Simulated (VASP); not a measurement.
A run of VASP 6.6.1:

The input INCAR:

```
  PREC = Accurate
  ENCUT = 520
  EDIFF = 1E-7
  ISMEAR = 0
  SIGMA = 0.15
  LREAL = False
  LASPH = True
  NELM = 100
  ALGO = Fast
  ISIF = 2
  LWAVE = False
  LCHARG = True
  GGA = PS
  LELF = True
  LVHAR = True
  NBANDS = 14
```

File KPOINTS:

```
regular mesh
0
Gamma
  18 18 10
```

File POSCAR:

```
TiAl
1.0
    2.8672622327      0.0000000000      0.0000000000
   -1.4336311163      2.4334594942      0.0000000000
    0.0000000000      0.0000000000      4.6780830000
Ti Al
1 1
Direct
    0.0000000000      0.0000000000      0.0000000000
    0.3333333333      0.6666666667      0.5000000000
```

Potentials or basis: VASP PAW PBE potentials, release 64 (Ti_sv, Al).

Command:

```sh
$ cat potpaw_PBE.64/Ti_sv/POTCAR potpaw_PBE.64/Al/POTCAR > POTCAR
$ mpirun -np 1 vasp_std > vasp.out
```

Hardware: 1 thread of Intel(R) Xeon(R) 6975P-C (Granite Rapids) (shared host).

Estimate the wall time of this run.

Wall time 4.4 min on 1 thread of Intel(R) Xeon(R) 6975P-C (Granite Rapids) (shared host), peak memory 0.37 GiB. Counts: scf iterations 35, k points 546.
